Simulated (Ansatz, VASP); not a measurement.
**BeCd2S2 in VASP and in Ansatz**

```
Be Cd S
1.0
     3.71155    0.00000    0.00000
     0.00000    3.71155    0.00000
     0.00000    0.00000    7.04541
Be Cd S
1 2 2
Cartesian
  0.0000 0.0000 3.5227
  1.8558 1.8558 0.0000
  1.8558 1.8558 3.5227
  0.0000 0.0000 5.5034
  0.0000 0.0000 1.5420
```

Alike in both runs: task relaxation of cell and atoms; functional PBE; k mesh 6 × 6 × 4; occupations gaussian, width 0.1 eV; no spin polarisation.

```csv
,VASP,Ansatz
version,VASP 6.6.1,Ansatz 0.2.0
potentials or method,"VASP PAW PBE potentials, release 64 (Be, Cd, S), cutoff 600 eV","scalar-relativistic, plane waves, PAW"
valence electrons in the cell,38,54
```

VASP gave:

```
gap on the k mesh at the Fermi level, each at its own relaxed structure (eV) : none
relaxed volume (Å³/atom)                                                     : 19.46
relaxed cell length with the largest relative difference (Å)                 : 3.727
```

Task: What did Ansatz give for the same quantities?

Result: gap on the k mesh at the Fermi level, each at its own relaxed structure (eV): none; relaxed volume (Å³/atom): 19.40; relaxed cell length with the largest relative difference (Å): 3.723.

A gap of «none» marks a metal or a gap that the smearing closes. VASP's potentials hold 38 valence electrons a cell and Ansatz's 54, so a difference there can come from the potentials and not from the codes.
